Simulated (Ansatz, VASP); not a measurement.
One calculation of Ag, two programs

```
Ag
1.0
     2.93000    0.00000    0.00000
    -1.46500    2.53745    0.00000
     0.00000    0.00000    4.79000
Ag
2
Cartesian
  1.4650 0.8458 3.5925
  0.0000 1.6916 1.1975
```

Alike in both runs: task relaxation of cell and atoms; functional PBE; dispersion D4; k mesh 10 × 10 × 6; occupations fermi-dirac, width 0.05 eV; no spin polarisation.

|  | VASP | Ansatz |
| --- | --- | --- |
| version | VASP 6.6.1 | Ansatz 0.2.0 |
| potentials or method | VASP PAW PBE potentials, release 64 (Ag) | Ansatz PAW |
| plane-wave cutoff (eV) | 600 | 420 |
| valence electrons in the cell | 22 | 38 |

Ansatz gave:

```
gap on the k mesh at the Fermi level, each at its own relaxed structure (eV) : none
relaxed volume (Å³/atom)                                                     : 17.09
relaxed cell length with the largest relative difference (Å)                 : 4.707
```

**Question.** What did VASP give for the same quantities?

**Answer.** gap on the k mesh at the Fermi level, each at its own relaxed structure (eV): none; relaxed volume (Å³/atom): 17.07; relaxed cell length with the largest relative difference (Å): 4.705.

A gap of «none» marks a metal or a gap that the smearing closes. VASP's potentials hold 22 valence electrons a cell and Ansatz's 38, so a difference there can come from the potentials and not from the codes.

Noted on Ansatz's run: the plane-wave basis is chosen anew once the cell has moved, so the energies of steps on either side of that aren't comparable.
